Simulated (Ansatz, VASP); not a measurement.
# PbO2: VASP beside Ansatz

```xyz
3
Lattice="0.0000 2.6046 2.6046 2.6046 0.0000 2.6046 2.6046 2.6046 0.0000" Properties=species:S:1:pos:R:3 pbc="T T T"
Pb    0.0000    0.0000    0.0000
O     1.3023    1.3023    1.3023
O     3.9069    3.9069    3.9069
```

Alike in both runs: task single point; functional r2SCAN; k mesh 14 × 14 × 14; occupations gaussian, width 0.1 eV; no spin polarisation.

|  | VASP | Ansatz |
| --- | --- | --- |
| version | VASP 6.6.1 | Ansatz 0.2.0 |
| potentials or method | VASP PAW PBE potentials, release 64 (Pb_d, O), cutoff 520 eV | scalar-relativistic, plane waves, PAW |
| valence electrons in the cell | 26 | 26 |

|  | VASP | Ansatz | Ansatz less VASP |
| --- | --- | --- | --- |
| gap on the k mesh at the Fermi level (eV) | none | none | - |
| pressure (GPa) | 13.3 | 11.8 | -1.45 |

VASP's potentials were made for PBE, not for r2SCAN. A gap of «none» marks a metal or a gap that the smearing closes. With one functional, cell and mesh, what is left measures potentials, basis and numerics.

Spin-orbit coupling is off throughout.
